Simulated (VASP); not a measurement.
# AlRu (Pm-3m) in VASP: notebook

AlRu is run at these levels: PBE, PBEsol, revPBE, BLYP; tasks: single point, relaxation of cell and atoms.

Everything below comes from runs of VASP 6.6.1. Logs are shortened: lines on timing, memory, paths and dates and some standing lists are left out, and cuts for length are marked.

### 1 The cell of the first run

Symmetry: Pm-3m, No. 221, cubic system. The conventional cell has a = 2.972 Å, b = 2.972 Å, c = 2.972 Å, α = 90.00°, β = 90.00°, γ = 90.00°. Ru (site symmetry m-3m) has 8 Al at 2.57 Å and 6 Ru at 2.97 Å within 3.4 Å. Al (site symmetry m-3m) has 8 Ru at 2.57 Å and 6 Al at 2.97 Å within 3.4 Å.

### 2 Single point, PBE

Input file INCAR:

```
PREC     = Accurate       # precision mode
ENCUT    = 520            # plane-wave cutoff, eV
EDIFF    = 1E-6           # SCF threshold, eV
ISMEAR   = -1             # smearing method
SIGMA    = 0.05           # smearing width, eV
LREAL    = False          # projectors in reciprocal space
LASPH    = True           # aspherical terms in the spheres
NELM     = 100            # most SCF steps
ALGO     = Normal         # electronic algorithm
ISIF     = 2              # what is computed and relaxed
LWAVE    = False          # write WAVECAR
LCHARG   = False          # write CHGCAR
GGA      = PE             # functional
NBANDS   = 16             # bands
```

Input file KPOINTS:

```
Automatic mesh
0
Gamma
  9 9 9
```

Input file POSCAR:

```
AlRu
1.0
    2.9715215427      0.0000000000      0.0000000000
    0.0000000000      2.9715215427      0.0000000000
    0.0000000000      0.0000000000      2.9715215427
Ru Al
1 1
Direct
    0.5000000000      0.5000000000      0.5000000000
    0.0000000000      0.0000000000      0.0000000000
```

Potentials or basis: VASP PAW PBE potentials, release 64 (Ru_pv, Al).

Started as:

```
> cat potpaw_PBE.64/Ru_pv/POTCAR potpaw_PBE.64/Al/POTCAR > POTCAR
> mpirun -np 1 vasp_std > vasp.out
```

OUTCAR:

```text
PREC = Accurate
   ENCUT = 520
   EDIFF = 1E-6
   ISMEAR = -1
   LREAL = False
   LASPH = True
   NELM = 100
   ISIF = 2
   GGA = PE

 ion  position               nearest neighbor table
   1  0.500  0.500  0.500-   2 2.57   2 2.57   2 2.57   2 2.57   2 2.57   2 2.57   2 2.57   2 2.57

   2  0.000  0.000  0.000-   1 2.57   1 2.57   1 2.57   1 2.57   1 2.57   1 2.57   1 2.57   1 2.57

  LATTYP: Found a simple cubic cell.
 ALAT       =     2.9715215427

  Lattice vectors:

 A1 = (   2.9715215427,   0.0000000000,   0.0000000000)
 A2 = (   0.0000000000,   2.9715215427,   0.0000000000)
 A3 = (   0.0000000000,   0.0000000000,   2.9715215427)

Analysis of symmetry for initial positions (statically):
=====================================================================
 Subroutine PRICEL returns:
 Original cell was already a primitive cell.

 Routine SETGRP: Setting up the symmetry group for a
 simple cubic supercell.

 Subroutine GETGRP returns: Found 48 space group operations
[... 9 lines left out ...]

 Routine SETGRP: Setting up the symmetry group for a
 simple cubic supercell.

 Subroutine GETGRP returns: Found 48 space group operations
[... 11 lines left out ...]
                                     Primitive cell

  volume of cell :      26.2384

  direct lattice vectors                    reciprocal lattice vectors
     2.971521543  0.000000000  0.000000000     0.336527932  0.000000000  0.000000000
     0.000000000  2.971521543  0.000000000     0.000000000  0.336527932  0.000000000
     0.000000000  0.000000000  2.971521543     0.000000000  0.000000000  0.336527932

  length of vectors
     2.971521543  2.971521543  2.971521543     0.336527932  0.336527932  0.336527932

  position of ions in fractional coordinates (direct lattice)
     0.500000000  0.500000000  0.500000000
     0.000000000  0.000000000  0.000000000

  ion indices of the primitive-cell ions
   primitive index   ion index
                 1           1
                 2           2

----------------------------------------------------------------------------------------

 KPOINTS: Automatic mesh

Automatic generation of k-mesh.
 Grid dimensions read from file:
 generate k-points for:    9    9    9

 Generating k-lattice:

  Cartesian coordinates                     Fractional coordinates (reciprocal lattice)
     0.037391992  0.000000000  0.000000000     0.111111111  0.000000000  0.000000000
     0.000000000  0.037391992  0.000000000     0.000000000  0.111111111  0.000000000
     0.000000000  0.000000000  0.037391992     0.000000000  0.000000000  0.111111111

  Length of vectors
     0.037391992  0.037391992  0.037391992

  Shift w.r.t. Gamma in fractional coordinates (k-lattice)
     0.000000000  0.000000000  0.000000000

 Subroutine IBZKPT returns following result:
 ===========================================

 Found     35 irreducible k-points:

 Following reciprocal coordinates:
            Coordinates               Weight
  0.000000  0.000000  0.000000      1.000000
  0.111111  0.000000  0.000000      6.000000
  0.222222  0.000000  0.000000      6.000000
  0.333333  0.000000  0.000000      6.000000
  0.444444  0.000000  0.000000      6.000000
  0.111111  0.111111  0.000000     12.000000
[... 16 lines left out ...]
  0.333333  0.333333  0.111111     24.000000
  0.444444  0.333333  0.111111     48.000000
 [... further k-points ...]
   k-points           NKPTS =     35   k-points in BZ     NKDIM =     35   number of bands    NBANDS=     16
   number of dos      NEDOS =    301   number of ions     NIONS =      2
   total plane-waves  NPLWV =  13824
   dimension x,y,z NGX =    24 NGY =   24 NGZ =   24
   dimension x,y,z NGXF=    48 NGYF=   48 NGZF=   48
   ions per type =               1   1
   NGX,Y,Z   is equivalent  to a cutoff of  13.43, 13.43, 13.43 a.u.
   NGXF,Y,Z  is equivalent  to a cutoff of  26.85, 26.85, 26.85 a.u.
 SYSTEM =  unknown system
   PREC   = accura    normal or accurate (medium, high low for compatibility)
   ISTART =      0    job   : 0-new  1-cont  2-samecut
   ICHARG =      2    charge: 1-file 2-atom 10-const
   ISPIN  =      1    spin polarized calculation?
   LNONCOLLINEAR =      F non collinear calculations
   LSORBIT =      F    spin-orbit coupling
   LASPH  =      T    aspherical Exc in radial PAW
   ENCUT  =  520.0 eV  38.22 Ry    6.18 a.u.   5.53  5.53  5.53*2*pi/ulx,y,z
   NELM   =    100;   NELMIN=  2; NELMDL= -5     # of ELM steps
   EDIFF  = 0.1E-05   stopping-criterion for ELM
   LREAL  =      F    real-space projection
   EDIFFG = 0.1E-04   stopping-criterion for IOM
   NSW    =      0    number of steps for IOM
   IBRION =     -1    ionic relax: 0-MD 1-quasi-New 2-CG
   NFREE  =      0    steps in history (QN), initial steepest desc. (CG)
   ISIF   =      2    stress and relaxation
   ISYM   =      2    0-nonsym 1-usesym 2-fastsym
   POTIM  = 0.5000    time-step for ionic-motion
   TEBEG  =    0.0;   TEEND  =   0.0 temperature during run
   PSTRESS=    0.0 pullay stress
   NELECT =      17.0000    total number of electrons
   NUPDOWN=      -1.0000    fix difference up-down
   EMIN   =  10.00;   EMAX   =-10.00  energy-range for DOS
   EFERMI =   0.00;   METHOD = LEGACY
   ISMEAR =    -1;   SIGMA  =   0.05  broadening in eV -4-tet -1-fermi 0-gaus
   EFERMI_NEDOS =   21; number of points for ismear=-14 and -15
   IALGO  =     38    algorithm
   IMIX   =      4    mixing-type and parameters
     AMIX     =   0.40;   BMIX     =  1.00
     AMIX_MAG =   1.60;   BMIX_MAG =  1.00
  volume/ion in A,a.u.               =      13.12        88.53
  Fermi-wavevector in a.u.,A,eV,Ry     =   1.416595  2.676976 27.303360  2.006740
  Thomas-Fermi vector in A             =   2.537913
   LORBIT       =      0    0 simple, 1 ext, 2 COOP (PROOUT), +10 PAW based schemes
   GGA     = PE    functional components
   LHFCALC =     F    Hartree Fock is set to
   AEXX    =    0.0000 exact exchange contribution
   IVDW    =     0    specifies the selected vdW correction
   LEPSILON=     F    determine dielectric tensor
   LRPA    =     F    only Hartree local field effects (RPA)
 non-spin polarized calculation
  energy-cutoff  :      520.00
  volume of cell :       26.24
 maximum number of plane-waves:       739
 NGX is ok and might be reduce to    24
   NGX = 11   NGY = 11   NGZ = 11

 number of electron      16.9999996 magnetization

 Free energy of the ion-electron system (eV)
  ---------------------------------------------------
  ext. energy  EPLUGINS =         0.00000000
  ---------------------------------------------------
  free energy    TOTEN  =       -14.24425267 eV

  energy without entropy =      -14.22926875  energy(sigma->0) =      -14.23676071

 E-fermi :  10.9203     XC(G=0): -12.6726

 val. band max:       10.9191966122   @ k =   0.4444   0.1111   0.1111
 cond. band min:      10.9897063062   @ k =   0.1111   0.1111   0.0000
 fundamental gap:      0.0705096939
 Fermi energy:        10.9203477328

 k-point     1 :       0.0000    0.0000    0.0000
  band No.  band energies     occupation
      1     -30.7957      2.00000
      2     -30.7957      2.00000
      3     -30.7957      2.00000
      4       1.2116      2.00000
      5       7.3203      2.00000
      6       7.3203      2.00000
[... 8 lines left out ...]
     15      23.0711      0.00000
     16      26.5016      0.00000

 k-point     2 :       0.1111    0.0000    0.0000
  band No.  band energies     occupation
      1     -30.8224      2.00000
      2     -30.7935      2.00000
      3     -30.7935      2.00000
      4       1.4519      2.00000
      5       7.4009      2.00000
      6       7.4047      2.00000
[... 8 lines left out ...]
     15      23.0723      0.00000
     16      27.2614      0.00000

 k-point     3 :       0.2222    0.0000    0.0000
  band No.  band energies     occupation
      1     -30.8895      2.00000
      2     -30.7878      2.00000
      3     -30.7878      2.00000
      4       2.1458      2.00000
      5       7.4728      2.00000
      6       7.6307      2.00000
[... 8 lines left out ...]
     15      23.8278      0.00000
     16      28.1968      0.00000

 k-point     4 :       0.3333    0.0000    0.0000
  band No.  band energies     occupation
      1     -30.9652      2.00000
      2     -30.7813      2.00000
      3     -30.7813      2.00000
      4       3.2168      2.00000
      5       7.0709      2.00000
      6       7.9129      2.00000
[... 8 lines left out ...]
     15      24.3122      0.00000
     16      26.1740      0.00000

 k-point     5 :       0.4444    0.0000    0.0000
  band No.  band energies     occupation
      1     -31.0141      2.00000
      2     -30.7770      2.00000
      3     -30.7770      2.00000
      4       4.5340      2.00000
      5       5.9953      2.00000
      6       8.1151      2.00000
[... 8 lines left out ...]
     15      24.4017      0.00000
     16      24.4017      0.00000

 k-point     6 :       0.1111    0.1111    0.0000
  band No.  band energies     occupation
      1     -30.8211      2.00000
      2     -30.8189      2.00000
      3     -30.7912      2.00000
      4       1.6877      2.00000
      5       7.4765      2.00000
      6       7.5031      2.00000
[... 8 lines left out ...]
     15      23.2925      0.00000
     16      27.8523      0.00000
[... 267 lines left out ...]
 k-point    21 :       0.3333    0.2222    0.1111
  band No.  band energies     occupation
      1     -30.9513      2.00000
      2     -30.8694      2.00000
      3     -30.7987      2.00000
      4       4.0762      2.00000
      5       7.3315      2.00000
      6       8.2744      2.00000
[... 8 lines left out ...]
     15      23.8911      0.00000
     16      25.9004      0.00000

 k-point    22 :       0.4444    0.2222    0.1111
  band No.  band energies     occupation
      1     -30.9991      2.00000
      2     -30.8644      2.00000
      3     -30.7942      2.00000
      4       5.0439      2.00000
      5       6.5079      2.00000
      6       8.4522      2.00000
[... 8 lines left out ...]
     15      23.0760      0.00000
     16      25.0519      0.00000

 k-point    23 :       0.3333    0.3333    0.1111
  band No.  band energies     occupation
      1     -30.9444      2.00000
      2     -30.9405      2.00000
      3     -30.7919      2.00000
      4       4.6652      2.00000
      5       7.2433      2.00000
      6       8.4507      2.00000
[... 8 lines left out ...]
     15      24.6404      0.00000
     16      25.6815      0.00000

 k-point    24 :       0.4444    0.3333    0.1111
  band No.  band energies     occupation
      1     -30.9897      2.00000
      2     -30.9367      2.00000
      3     -30.7874      2.00000
      4       5.0715      2.00000
      5       7.1675      2.00000
      6       8.4226      2.00000
[... 8 lines left out ...]
     15      24.2342      0.00000
     16      24.7089      0.00000

 [... further k-points ...]
[... 5 lines left out ...]
  --------------------------------------------------------------------------------------
  -------------------------------------------------------------------------------------
  Total        1.1506801      1.1506801      1.1506801      0.0000000     -0.0000000      0.0000000
  in kB       70.2632976     70.2632976     70.2632976      0.0000000     -0.0000000      0.0000000
  external PRESSURE =      70.2632976 kB  Pullay stress =       0.0000000 kB

 VOLUME and BASIS-vectors are now :
 -----------------------------------------------------------------------------
  energy-cutoff  :      520.00
  volume of cell :       26.24
      direct lattice vectors                 reciprocal lattice vectors
     2.971521543  0.000000000  0.000000000     0.336527932  0.000000000  0.000000000
     0.000000000  2.971521543  0.000000000     0.000000000  0.336527932  0.000000000
     0.000000000  0.000000000  2.971521543     0.000000000  0.000000000  0.336527932

 POSITION                                       TOTAL-FORCE (eV/Angst)
 -----------------------------------------------------------------------------------
      1.48576      1.48576      1.48576         0.000000      0.000000      0.000000
      0.00000      0.00000      0.00000         0.000000      0.000000      0.000000
 -----------------------------------------------------------------------------------
    total drift:                                0.000000     -0.000000     -0.000000

  FREE ENERGIE OF THE ION-ELECTRON SYSTEM (eV)
  ---------------------------------------------------
  free  energy   TOTEN  =       -14.2442526656 eV

  energy  without entropy=      -14.2292687464  energy(sigma->0) =      -14.23676071
```

Wall time 5.4 s (1 thread of Intel Xeon Platinum 8488C (Sapphire Rapids), shared host); peak memory 0.14 GiB.

Results:

- Free energy: -14.2443 eV
- Pressure: 7.0 GPa

(Part 1 of 3 ends here.)
